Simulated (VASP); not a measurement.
Set up this calculation in VASP 6.6.1, as the native input.

| Quantity | Value |
| --- | --- |
| Task | single point |
| Functional | PBE |
| Potentials or basis | VASP PAW PBE potentials, release 64 (Li_sv) |
| Cutoff | 520 eV |
| k mesh | 18 × 18 × 18 |
| Occupations | gaussian, width 0.05 eV |
| Spin | non-collinear spin, zero start, spin-orbit coupling |
| Starting moments | [[0.0, 0.0, 0.0]] μB |
| Dipole correction | no |
| Further INCAR settings | ALGO = Normal; EDIFF = 1e-07; NBANDS = 14 |

The structure of Li lies in POSCAR:

```
Li
1.0
   -1.7170651293      1.7170651293      1.7170651293
    1.7170651293     -1.7170651293      1.7170651293
    1.7170651293      1.7170651293     -1.7170651293
Li
1
Direct
    0.0000000000      0.0000000000      0.0000000000
```

One way to write it, as run:

INCAR

```
SYSTEM = Li
  ALGO = Normal
  EDIFF = 1E-7
  ENCUT = 520
  GGA = PE
  GGA_COMPAT = .FALSE.
  ISIF = 2
  ISMEAR = 0
  LASPH = .TRUE.
  LCHARG = .FALSE.
  LORBIT = 11
  LORBMOM = .TRUE.
  LREAL = .FALSE.
  LSORBIT = .TRUE.
  LWAVE = .FALSE.
  MAGMOM = 0 0 0
  NBANDS = 14
  NELM = 150
  PREC = Accurate
  SIGMA = 0.05
```

KPOINTS

```
k-points
0
G
  18 18 18
  0 0 0
```

Potentials or basis: VASP PAW PBE potentials, release 64 (Li_sv).

Launch:

```bash
$ cat potpaw_PBE.64/Li_sv/POTCAR > POTCAR
$ mpirun -np 1 vasp_ncl > vasp.out
```

Results of the run:

| Quantity | Value |
| --- | --- |
| Net moment | 0.00 μB per cell |
| Valence electrons inside the program's atomic spheres | Li 2.07 |

Run time: 29 s on 1 thread of Intel(R) Xeon(R) 6975P-C (Granite Rapids), with other jobs on the host, peak memory 0.22 GiB.
